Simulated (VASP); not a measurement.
Ni:

```
CELL_PARAMETERS angstrom
0.00000 1.73807 1.73807
1.73807 0.00000 1.73807
1.73807 1.73807 0.00000
ATOMIC_POSITIONS crystal
Ni 0.00000 0.00000 0.00000
```

Base run:

* Program: VASP 6.6.1
* Functional: r2SCAN
* Potentials or basis: VASP PAW PBE potentials, release 64 (Ni)
* Cutoff: 520 eV
* k mesh: 15 × 15 × 15
* Occupations: methfessel-paxton, width 0.01 eV
* Spin: collinear spin, ferromagnetic start
* Starting moments: [0.807] μB

Its results: pressure 0.3 GPa; net moment 0.68 μB per cell; site moments Ni +0.70 μB.

**Question.** The run is repeated on the same cell with these changes: occupations from methfessel-paxton, width 0.01 eV to fermi-dirac, width 0.2 eV. What comes out?

**Answer.** Pressure 1.4 GPa; net moment 0.68 μB per cell; site moments Ni +0.70 μB.

Caveats: the PAW data sets were made with another functional, which shifts forces and pressure a little.
